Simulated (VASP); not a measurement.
Input of a VASP 6.6.1 run:

File POSCAR:

```
Al3Cu
1.0
    2.7795777828      0.0000000000      0.0000000000
    0.0000000000      2.7795777828      0.0000000000
    0.0000000000      0.0000000000      7.5577261170
Al Cu
3 1
Direct
    0.0000000000      0.0000000000      0.5000000000
    0.5000000000      0.5000000000      0.2241315466
    0.5000000000      0.5000000000      0.7758684534
    0.0000000000      0.0000000000      0.0000000000
```

File INCAR.step1:

```
ALGO     = Normal         # electronic algorithm
EDIFF    = 1E-4           # SCF threshold, eV
ENCUT    = 520            # plane-wave cutoff, eV
GGA      = PE             # functional
ISMEAR   = 0              # smearing method
LASPH    = True           # aspherical terms in the spheres
LCHARG   = False          # write CHGCAR
LREAL    = False          # projectors in reciprocal space
LWAVE    = True           # write WAVECAR
NBANDS   = 18             # bands
NELM     = 80             # most SCF steps
PREC     = Accurate       # precision mode
SIGMA    = 0.1            # smearing width, eV
```

File INCAR.step2:

```
ALGO     = Normal         # electronic algorithm
EDIFF    = 1E-7           # SCF threshold, eV
ENCUT    = 520            # plane-wave cutoff, eV
ISIF     = 2              # what is computed and relaxed
ISMEAR   = 0              # smearing method
ISTART   = 1            
LASPH    = True           # aspherical terms in the spheres
LCHARG   = False          # write CHGCAR
LMIXTAU  = True         
LREAL    = False          # projectors in reciprocal space
LWAVE    = False          # write WAVECAR
METAGGA  = R2SCAN         # meta-GGA
NBANDS   = 18             # bands
NELM     = 80             # most SCF steps
PREC     = Accurate       # precision mode
SIGMA    = 0.1            # smearing width, eV
```

File KPOINTS:

```
k-points
0
Gamma
  6 6 4
```

Potentials or basis: VASP PAW PBE potentials, release 64 (Al, Cu).

The run is started by

```bash
$ cat potpaw_PBE.64/Al/POTCAR potpaw_PBE.64/Cu/POTCAR > POTCAR
$ cp INCAR.step1 INCAR
$ mpirun -np 1 vasp_std > vasp.out
$ cp INCAR.step2 INCAR
$ mpirun -np 1 vasp_std > vasp.out
```

Q: What does it give for the pressure?

A: -0.2 GPa.

Q: Predict the band gap on the k mesh.

A: Zero (bands 10 and 11 overlap by 6.40 eV).

Forces on the atoms (eV/Å):
```
Al   0.000  0.000  0.000
Al   0.000  0.000  0.017
Al   0.000  0.000 -0.017
Cu   0.000  0.000  0.000
```

Caveat: the k points lie up to 0.38 Å⁻¹ apart, too coarse for converged energies and pressures of a metal; the PAW data sets were made with another functional, which shifts forces and pressure a little.
